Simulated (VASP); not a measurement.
# PtSe2 (Sudovikovite) (P-3m1) in VASP: notebook, part 2 of 2

VASP 6.6.1.

### 3 Single point, PBE

Input file INCAR:

```
SYSTEM = PtSe2
PREC = Accurate
ENCUT = 520
EDIFF = 1E-7
ISMEAR = 1
SIGMA = 0.15
LREAL = .FALSE.
LASPH = .TRUE.
NELM = 60
ALGO = Normal
ISIF = 2
LWAVE = .FALSE.
LCHARG = .FALSE.
GGA = PE
NBANDS = 18
```

Input file KPOINTS:

```
Automatic mesh
0
G
  9 9 6
  0 0 0
```

Input file POSCAR:

```
PtSe2
1.0
    3.7240000000      0.0000000000      0.0000000000
   -1.8620000000      3.2250800000      0.0000000000
    0.0000000000      0.0000000000      5.0620000000
Pt Se
1 2
Direct
    0.0000000000      0.0000000000      0.0000000000
    0.3333333333      0.6666666667      0.2500000000
    0.6666666667      0.3333333333      0.7500000000
```

Potentials or basis: VASP PAW PBE potentials, release 64 (Pt, Se).

Run with:

```
cat potpaw_PBE.64/Pt/POTCAR potpaw_PBE.64/Se/POTCAR > POTCAR
mpirun -np 1 vasp_std > vasp.out
```

Run time: 49 s. Hardware: 1 thread of Intel Xeon Platinum 8259CL at 2.50GHz (Skylake/Cascade Lake), shared host; peak memory 0.22 GiB.

It converged, with:

```
Free energy            : -14.1849 eV
Pressure               : 7.3 GPa
Largest force          : 0.580 eV/Å
Band gap on the k mesh : zero (band 11 reaches 6.94 eV, above the bottom of band 12 at 6.56 eV)
```

Forces in eV/Å, atoms in the order of the input:
```
Pt   0.000  0.000  0.000
Se   0.000  0.000  0.580
Se   0.000  0.000 -0.580
```

Stress tensor (GPa, compression positive):
```
7.94 0.00 0.00
0.00 7.94 0.00
0.00 0.00 6.01
```

Levels at points of the mesh, in eV from the Fermi level:
```
           k point  band 8  band 9  band 10  band 11  band 12  band 13  band 14  band 15
(0.00, 0.00, 0.00)   -2.66   -1.14    -1.14     0.34     1.40     1.40     3.55     4.15
(0.00, 0.00, 0.50)   -3.02   -1.78    -1.57    -1.57     2.24     2.24     4.74     6.26
```

Caveat: spin-orbit coupling is left out, which moves the levels of the heavy elements.

### 4 Single point, PBE

Input file INCAR:

```
SYSTEM = PtSe2
PREC = Accurate
ENCUT = 520
EDIFF = 1E-6
ISMEAR = 1
SIGMA = 0.1
LREAL = .FALSE.
LASPH = .TRUE.
NELM = 100
ALGO = Normal
ISIF = 2
LWAVE = .FALSE.
LCHARG = .FALSE.
GGA = PE
NBANDS = 18
```

KPOINTS is that of step 3.

POSCAR is that of step 3.

Potentials or basis: VASP PAW PBE potentials, release 64 (Pt, Se).

Run with:

```
cat potpaw_PBE.64/Pt/POTCAR potpaw_PBE.64/Se/POTCAR > POTCAR
mpirun -np 1 vasp_std > vasp.out
```

OUTCAR:

```text
SYSTEM = PtSe2
   PREC = Accurate
   ENCUT = 520
   EDIFF = 1E-6
   ISMEAR = 1
   LREAL = .FALSE.
   LASPH = .TRUE.
   NELM = 100
   ISIF = 2
   GGA = PE

 ion  position               nearest neighbor table
   1  0.000  0.000  0.000-   2 2.49   3 2.49   3 2.49   2 2.49   3 2.49   2 2.49
   2  0.333  0.667  0.250-   1 2.49   1 2.49   1 2.49
   3  0.667  0.333  0.750-   1 2.49   1 2.49   1 2.49

  LATTYP: Found a hexagonal cell.
 ALAT       =     3.7240000000
 C/A-ratio  =     1.3592910849

  Lattice vectors:

[... 677 lines left out ...]
      6       1.2526      2.00000
[... 10 lines left out ...]
     17      14.3633      0.00000
     18      16.1436      0.00000

 [... further k-points ...]
[... 5 lines left out ...]
  --------------------------------------------------------------------------------------
  -------------------------------------------------------------------------------------
  Total        3.0151691      3.0151717      2.2922367      0.0000000      0.0000000      0.0000000
  in kB       79.4602541     79.4603229     60.4084560      0.0000000      0.0000000      0.0000000
  external PRESSURE =      73.1096777 kB  Pullay stress =       0.0000000 kB

 VOLUME and BASIS-vectors are now :
 -----------------------------------------------------------------------------
  energy-cutoff  :      520.00
  volume of cell :       60.80
      direct lattice vectors                 reciprocal lattice vectors
     3.724000000  0.000000000  0.000000000     0.268528464  0.155034914  0.000000000
    -1.862000000  3.225080000  0.000000000     0.000000000  0.310069828  0.000000000
     0.000000000  0.000000000  5.062000000     0.000000000  0.000000000  0.197550375

 POSITION                                       TOTAL-FORCE (eV/Angst)
 -----------------------------------------------------------------------------------
      0.00000      0.00000      0.00000        -0.000000      0.000000      0.000000
     -0.00000      2.15005      1.26550         0.000000      0.000000      0.580982
      1.86200      1.07503      3.79650        -0.000000     -0.000000     -0.580982
 -----------------------------------------------------------------------------------
    total drift:                               -0.000000     -0.000000     -0.000000

  FREE ENERGIE OF THE ION-ELECTRON SYSTEM (eV)
  ---------------------------------------------------
  free  energy   TOTEN  =       -14.1849998888 eV

  energy  without entropy=      -14.1853179610  energy(sigma->0) =      -14.18510591
```

stdout:

```text
POSCAR found type information on POSCAR PtSe
 POSCAR found :  2 types and       3 ions
 scaLAPACK will be used
 LDA part: xc-table for (Slater+PW92), standard interpolation
 POSCAR, INCAR and KPOINTS ok, starting setup
 FFT: planning ... GRIDC
 FFT: planning ... GRID_SOFT
 FFT: planning ... GRID
 WAVECAR not read
 entering main loop
```

It took 43 s on 1 thread of Intel Xeon Platinum 8259CL at 2.50GHz (Skylake/Cascade Lake), shared host; peak memory 0.22 GiB.

Results:

| Property | Result |
| --- | --- |
| Free energy | -14.1850 eV |
| Pressure | 7.3 GPa |
| Largest force | 0.581 eV/Å |
| Band gap on the k mesh | zero (band 11 reaches 6.94 eV, above the bottom of band 12 at 6.56 eV) |

Forces on the atoms (eV/Å):
```
Pt   0.000  0.000  0.000
Se   0.000  0.000  0.581
Se   0.000  0.000 -0.581
```

Levels at points of the mesh, in eV from the Fermi level:
| k point | band 9 | band 10 | band 11 | band 12 | band 13 | band 14 |
| --- | --- | --- | --- | --- | --- | --- |
| (0.00, 0.00, 0.00) | -1.15 | -1.15 | 0.33 | 1.39 | 1.39 | 3.54 |
| (0.00, 0.00, 0.50) | -1.79 | -1.58 | -1.58 | 2.23 | 2.23 | 4.73 |

Caveat: spin-orbit coupling is left out, which moves the levels of the heavy elements.

### 5 Single point, PBE

Input file INCAR:

```
SYSTEM = PtSe2
  PREC = Accurate
  ENCUT = 520
  EDIFF = 1E-7
  ISMEAR = 1
  SIGMA = 0.05
  LREAL = .FALSE.
  LASPH = .TRUE.
  NELM = 100
  ALGO = Normal
  ISIF = 2
  LWAVE = .FALSE.
  LCHARG = .FALSE.
  GGA = PE
  NBANDS = 18
```

Input file KPOINTS:

```
regular mesh
0
G
  9 9 6
  0 0 0
```

POSCAR is that of step 4.

Run with:

```
cat potpaw_PBE.64/Pt/POTCAR potpaw_PBE.64/Se/POTCAR > POTCAR
mpirun -np 1 vasp_std > vasp.out
```

Run time: 47 s. Hardware: 1 thread of Intel Xeon Platinum 8259CL at 2.50GHz (Skylake/Cascade Lake), shared host; peak memory 0.22 GiB.

It converged, with:

```
Free energy            : -14.1853 eV
Pressure               : 7.3 GPa
Largest force          : 0.589 eV/Å
Band gap on the k mesh : zero (band 11 reaches 6.94 eV, above the bottom of band 12 at 6.56 eV)
```

Forces on the atoms (eV/Å):
```
Pt   0.000  0.000  0.000
Se   0.000  0.000  0.589
Se   0.000  0.000 -0.589
```

Stress tensor (GPa, compression positive):
```
7.93 0.00 0.00
0.00 7.93 0.00
0.00 0.00 6.01
```

Levels at points of the mesh, in eV from the Fermi level:
```
           k point  band 8  band 9  band 10  band 11  band 12  band 13  band 14  band 15
(0.00, 0.00, 0.00)   -2.66   -1.15    -1.15     0.33     1.39     1.39     3.54     4.14
(0.00, 0.00, 0.50)   -3.03   -1.79    -1.58    -1.58     2.23     2.23     4.73     6.26
```

Caveat: spin-orbit coupling is left out, which moves the levels of the heavy elements.

### 6 Single point, PBE

Input file INCAR:

```
PREC = Accurate
ENCUT = 520
EDIFF = 1E-6
ISMEAR = 1
SIGMA = 0.025
LREAL = F
LASPH = T
NELM = 60
ALGO = Normal
ISIF = 2
LWAVE = F
LCHARG = F
GGA = PE
NBANDS = 18
```

Input file KPOINTS:

```
Automatic mesh
0
Gamma
  9 9 6
```

POSCAR is that of step 5.

Potentials or basis: VASP PAW PBE potentials, release 64 (Pt, Se).

Run with:

```
cat potpaw_PBE.64/Pt/POTCAR potpaw_PBE.64/Se/POTCAR > POTCAR
mpirun -np 1 vasp_std > vasp.out
```

It took 42 s on 1 thread of Intel Xeon Platinum 8259CL at 2.50GHz (Skylake/Cascade Lake), shared host; peak memory 0.22 GiB.

The run converged. Its results:

- Free energy: -14.1852 eV
- Pressure: 7.3 GPa
- Largest force: 0.592 eV/Å
- Band gap on the k mesh: zero (band 11 reaches 6.94 eV, above the bottom of band 12 at 6.56 eV)

Forces in eV/Å, atoms in the order of the input:
```
Pt   0.000  0.000  0.000
Se   0.000  0.000  0.592
Se   0.000  0.000 -0.592
```

Stress tensor (GPa, compression positive):
```
7.95 0.00 0.00
0.00 7.95 0.00
0.00 0.00 6.00
```

Levels at points of the mesh, in eV from the Fermi level:
```tsv
k point	band 7	band 8	band 9	band 10	band 11	band 12	band 13	band 14	band 15	band 16
(0.00, 0.00, 0.00)	-4.11	-2.67	-1.15	-1.15	0.33	1.39	1.39	3.53	4.14	7.20
(0.00, 0.00, 0.50)	-4.14	-3.03	-1.79	-1.58	-1.58	2.23	2.23	4.73	6.25	6.68
```

Caveat: spin-orbit coupling is left out, which moves the levels of the heavy elements.

### 7 The runs side by side

```csv
smearing,gap on the mesh (eV),pressure (GPa),largest force (eV/Å)
methfessel-paxton 0.25 eV,none,7.3,0.58
methfessel-paxton 0.15 eV,none,7.3,0.58
methfessel-paxton 0.1 eV,none,7.3,0.58
methfessel-paxton 0.05 eV,none,7.3,0.59
methfessel-paxton 0.025 eV,none,7.3,0.59
```

Alike in all rows: task single point; level PBE; potentials or basis VASP PAW PBE potentials, release 64 (Pt, Se); no spin polarisation; cell as given; k mesh 9 × 9 × 6; cutoff (eV) 520.

Every run on the cell as given and a fine mesh finds a metal.

Caveats: spin-orbit coupling is left out, which moves the levels of the heavy elements.

Absolute energies hang on the potentials; compare differences alone.
